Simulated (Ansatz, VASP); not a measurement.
## One calculation of ZrO2, two programs

INCAR

```
PREC = Accurate
ENCUT = 600
EDIFF = 1E-6
ISMEAR = 0
SIGMA = 0.02
LREAL = F
LASPH = T
NELM = 120
ALGO = Normal
ISIF = 2
LWAVE = F
LCHARG = F
GGA = PE
NBANDS = 19
GGA_COMPAT = F
```

Contents of KPOINTS:

```
Automatic mesh
0
Gamma
  8 8 8
```

POSCAR

```
ZrO2
1.0
    0.0000000000      2.5320590793      2.5320590793
    2.5320590793      0.0000000000      2.5320590793
    2.5320590793      2.5320590793      0.0000000000
Zr O
1 2
Direct
    0.0000000000      0.0000000000      0.0000000000
    0.2500000000      0.2500000000      0.2500000000
    0.7500000000      0.7500000000      0.7500000000
```

Input for Ansatz:

```yaml
crystal:
  lattice:
    - [0.0, 2.5320590793, 2.5320590793]
    - [2.5320590793, 0.0, 2.5320590793]
    - [2.5320590793, 2.5320590793, 0.0]
  atoms:
    - { symbol: Zr, position: [0.0, 0.0, 0.0] }
    - { symbol: O, position: [0.25, 0.25, 0.25] }
    - { symbol: O, position: [0.75, 0.75, 0.75] }
basis:
  ecutwfc: 420
kpoints:
  mp_grid: { grid: [8, 8, 8] }
hamiltonian:
  xc: pbe
scf:
  occupations: { method: gaussian, width: 0.02 }
output:
  forces: true
  stress: true
  eigenvalues: true
  write_density: true
  write_potential: true
  elf: true
  volumetric_format: npy
```

Alike in both runs: task single point; functional PBE; k mesh 8 × 8 × 8; occupations gaussian, width 0.02 eV; no spin polarisation.

```csv
,VASP,Ansatz
version,VASP 6.6.1,Ansatz 0.2.0
potentials or method,"VASP PAW PBE potentials, release 64 (Zr_sv, O), cutoff 600 eV","scalar-relativistic, plane waves, PAW"
valence electrons in the cell,24,24
```

Ansatz gave:

| Quantity | Value |
| --- | --- |
| gap on the k mesh at the Fermi level (eV) | 3.40 |
| least direct gap on the mesh (eV) | 3.86 |
| pressure (GPa) | 7.7 |

Question: Estimate VASP's values.

Answer: gap on the k mesh at the Fermi level (eV): 3.40; least direct gap on the mesh (eV): 3.85; pressure (GPa): 7.8.
